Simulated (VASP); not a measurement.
Pb:

```
Pb
1.0
     2.97658   -1.71459    0.00000
     2.97658    1.71459    0.00000
    -2.07228    0.00000    5.97080
Pb
2
Direct
  0.90851 0.90851 0.72629
  0.09149 0.09149 0.27371
```

This cell differs from its parent crystal: volume scaled by 0.94.

Base run:

* Program: VASP 6.6.1
* Functional: PBEsol
* Potentials or basis: VASP PAW PBE potentials, release 64 (Pb_d)
* Cutoff: 520 eV
* k mesh: 9 × 9 × 5
* Occupations: fermi-dirac, width 0.05 eV
* Spin: no spin polarisation

Its results: band gap on the k mesh zero (band 14 reaches 13.59 eV, above the bottom of band 15 at 5.51 eV); pressure 0.8 GPa; largest force 0.036 eV/Å.

Question: The run is repeated on the same cell with these changes: functional from PBEsol to LDA; potentials or basis from VASP PAW PBE potentials, release 64 (Pb_d) to VASP PAW LDA potentials, release 64 (Pb_d). What comes out?

Answer: Band gap on the k mesh zero (band 14 reaches 13.46 eV, above the bottom of band 15 at 5.43 eV); pressure -0.6 GPa; largest force 0.062 eV/Å.

Caveats: spin-orbit coupling is left out, which moves the levels of the heavy elements; the PAW data sets were made with another functional, which shifts forces and pressure a little (some runs).
